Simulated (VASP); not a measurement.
# MgZn3O4 in VASP: notebook, part 2 of 2

VASP 6.6.1.

### 3 Single point, PBEsol

INCAR

```
SYSTEM = MgZn3O4
PREC     = Accurate       ! precision mode
ENCUT    = 600            ! plane-wave cutoff, eV
EDIFF    = 1E-6           ! SCF threshold, eV
ISMEAR   = -1             ! smearing method
SIGMA    = 0.05           ! smearing width, eV
LREAL    = .FALSE.        ! projectors in reciprocal space
LASPH    = .TRUE.         ! aspherical terms in the spheres
NELM     = 120            ! most SCF steps
ALGO     = Normal         ! electronic algorithm
ISIF     = 2              ! what is computed and relaxed
LWAVE    = .FALSE.        ! write WAVECAR
LCHARG   = .TRUE.         ! write CHGCAR
GGA      = PS             ! functional
LELF     = .TRUE.         ! ELF
LVHAR    = .TRUE.       
NBANDS   = 41             ! bands
GGA_COMPAT= .FALSE.
```

KPOINTS

```
Automatic mesh
0
G
  6 6 4
  0 0 0
```

POSCAR

```
MgZn3O4
1.0
    5.8946506332     -1.6247771697      0.0052503500
    5.8949706863      1.6259587528      0.0045848727
   -2.6656903209     -0.0012999815      4.9247169769
Mg Zn O
1 3 4
Direct
    0.2470851385      0.2525695151      0.9195009671
    0.7456366243      0.7511293127      0.4140595414
    0.4942000050      0.4997391444      0.8279810387
    0.9951623331      1.0007613173      0.3338958380
    0.0565234478      0.0617638498      0.7275959184
    0.5539107102      0.5591573529      0.2236602181
    0.8047378840      0.8104631096      0.1407419770
    0.3036573259      0.3094213774      0.6403136124
```

Potentials or basis: VASP PAW PBE potentials, release 64 (Mg, Zn, O).

Started as:

```sh
> cat potpaw_PBE.64/Mg/POTCAR potpaw_PBE.64/Zn/POTCAR potpaw_PBE.64/O/POTCAR > POTCAR
> mpirun -np 1 vasp_std > vasp.out
```

OUTCAR:

```text
SYSTEM = MgZn3O4
   PREC = Accurate
   ENCUT = 600
   EDIFF = 1E-6
   ISMEAR = -1
   LREAL = .FALSE.
   LASPH = .TRUE.
   NELM = 120
   ISIF = 2
   GGA = PS

 ion  position               nearest neighbor table
   1  0.247  0.253  0.920-   7 1.96   7 1.96   8 1.97   5 1.98   4 3.18   4 3.18   3 3.19   4 3.21
                             3 3.22   3 3.22   2 3.22   2 3.22   2 3.26   2 3.26
   2  0.746  0.751  0.414-   7 1.96   8 1.97   8 1.97   6 1.99   1 3.22   1 3.22   1 3.26   1 3.26

   3  0.494  0.500  0.828-   5 1.97   5 1.97   8 1.98   6 1.98   1 3.19   1 3.22   1 3.22
   4  0.995  0.001  0.334-   5 1.97   7 1.97   6 1.98   6 1.98   1 3.18   1 3.18   1 3.21
   5  0.057  0.062  0.728-   4 1.97   3 1.97   3 1.97   1 1.98
   6  0.554  0.559  0.224-   4 1.98   4 1.98   3 1.98   2 1.99
   7  0.805  0.810  0.141-   1 1.96   1 1.96   2 1.96   4 1.97
   8  0.304  0.309  0.640-   1 1.97   2 1.97   2 1.97   3 1.98

  LATTYP: Found a triclinic cell.
 ALAT       =     6.1150995314
 B/A-ratio  =     0.9157476205
 C/A-ratio  =     0.5315916756
 COS(alpha) =     0.0004590451
 COS(beta)  =     0.2659871939
 COS(gamma) =     0.4582922465

  Lattice vectors:

[... 198 lines left out ...]
  band No.  band energies     occupation
      1     -16.5439      2.00000
      2     -15.8071      2.00000
      3     -15.7423      2.00000
      4     -15.5903      2.00000
      5      -4.6857      2.00000
      6      -4.4871      2.00000
[... 1045 lines left out ...]
     40      11.5777      0.00000
     41      12.0818      0.00000

 [... further k-points ...]

------------------------ aborting loop because EDIFF is reached ----------------------------------------

  FORCE on cell =-STRESS in cart. coord.  units (eV):
  Direction    XX          YY          ZZ          XY          YZ          ZX
  --------------------------------------------------------------------------------------
  -------------------------------------------------------------------------------------
  Total        0.2593729      0.2717810      0.2782377     -0.0027059      0.0087367     -0.0090218
  in kB        4.4015564      4.6121222      4.7216916     -0.0459198      0.1482620     -0.1531001
  external PRESSURE =       4.5784567 kB  Pullay stress =       0.0000000 kB

 VOLUME and BASIS-vectors are now :
 -----------------------------------------------------------------------------
  energy-cutoff  :      600.00
  volume of cell :       94.41
      direct lattice vectors                 reciprocal lattice vectors
     5.894650633 -1.624777170  0.005250350     0.084812967 -0.307621619  0.045827040
     5.894970686  1.625958753  0.004584873     0.084751198  0.307623714  0.045956012
    -2.665690321 -0.001299981  4.924716977    -0.000169324  0.000041567  0.202965712

 POSITION                                       TOTAL-FORCE (eV/Angst)
 -----------------------------------------------------------------------------------
      0.49427      0.00801      4.53074        -0.001974     -0.000262     -0.003007
      7.71940      0.00927      2.04648        -0.003986     -0.000063      0.001342
      3.65194      0.00851      4.08246         0.001078     -0.000377      0.001632
      4.98056     -1.61611      1.64957         0.002656     -0.001006     -0.001146
     -1.24226      0.00764      3.58378         0.058091      0.000746      0.033705
      5.96512      0.00889      1.10694        -0.000031      0.001220     -0.000491
      9.14613      0.01008      0.70106        -0.006401     -0.000128     -0.076696
      1.90711      0.00890      3.15638        -0.049433     -0.000132      0.044661
 -----------------------------------------------------------------------------------
    total drift:                                0.000119      0.000091      0.000278

  FREE ENERGIE OF THE ION-ELECTRON SYSTEM (eV)
  ---------------------------------------------------
  free  energy   TOTEN  =       -41.4382687936 eV

  energy  without entropy=      -41.4382686126  energy(sigma->0) =      -41.43826870
```

OSZICAR:

```text
N       E                     dE             d eps       ncg     rms          rms(c)
DAV:   1     0.665132420563E+03    0.66513E+03   -0.32122E+04  6248   0.223E+03
DAV:   2     0.569680043092E+02   -0.60816E+03   -0.56509E+03  6344   0.520E+02
DAV:   3    -0.430831665606E+02   -0.10005E+03   -0.97674E+02  7000   0.194E+02
DAV:   4    -0.477589420128E+02   -0.46758E+01   -0.46526E+01  7238   0.446E+01
DAV:   5    -0.478022811984E+02   -0.43339E-01   -0.43321E-01  6992   0.454E+00    0.188E+01
DAV:   6    -0.411378814012E+02    0.66644E+01   -0.17960E+01 10660   0.747E+01    0.116E+01
DAV:   7    -0.415482918185E+02   -0.41041E+00   -0.60527E+00  6521   0.184E+01    0.715E+00
DAV:   8    -0.415801221878E+02   -0.31830E-01   -0.16539E+00  9317   0.109E+01    0.263E+00
DAV:   9    -0.414305925423E+02    0.14953E+00   -0.35714E-01 10352   0.960E+00    0.596E-01
DAV:  10    -0.414388851769E+02   -0.82926E-02   -0.16044E-01  6351   0.223E+00    0.274E-01
DAV:  11    -0.414382232687E+02    0.66191E-03   -0.38009E-03  7989   0.656E-01    0.992E-02
DAV:  12    -0.414382682335E+02   -0.44965E-04   -0.35981E-04  8318   0.376E-01    0.665E-02
DAV:  13    -0.414382638422E+02    0.43912E-05   -0.18571E-04  8238   0.124E-01    0.219E-02
DAV:  14    -0.414382678349E+02   -0.39927E-05   -0.21864E-05  7197   0.517E-02    0.140E-02
DAV:  15    -0.414382688818E+02   -0.10469E-05   -0.90111E-06  7508   0.679E-02    0.613E-03
DAV:  16    -0.414382687936E+02    0.88274E-07   -0.46382E-06  6887   0.170E-02
   1 F= -.41438269E+02 E0= -.41438269E+02  d E =-.180925E-06
```

Run time: 7.4 min. Hardware: 1 thread of Oxide Virtual Turin-like, shared host; peak memory 0.51 GiB.

What came out:

* Free energy: -41.4383 eV
* Pressure: 0.5 GPa
* Largest force: 0.077 eV/Å
* Band gap on the k mesh: 1.24 eV

Forces on the atoms (eV/Å):
```
Mg  -0.002  0.000 -0.003
Zn  -0.004  0.000  0.001
Zn   0.001  0.000  0.002
Zn   0.003 -0.001 -0.001
O    0.058  0.001  0.034
O    0.000  0.001  0.000
O   -0.006  0.000 -0.077
O   -0.049  0.000  0.045
```

Caveat: the PAW data sets were made with another functional, which shifts forces and pressure a little.
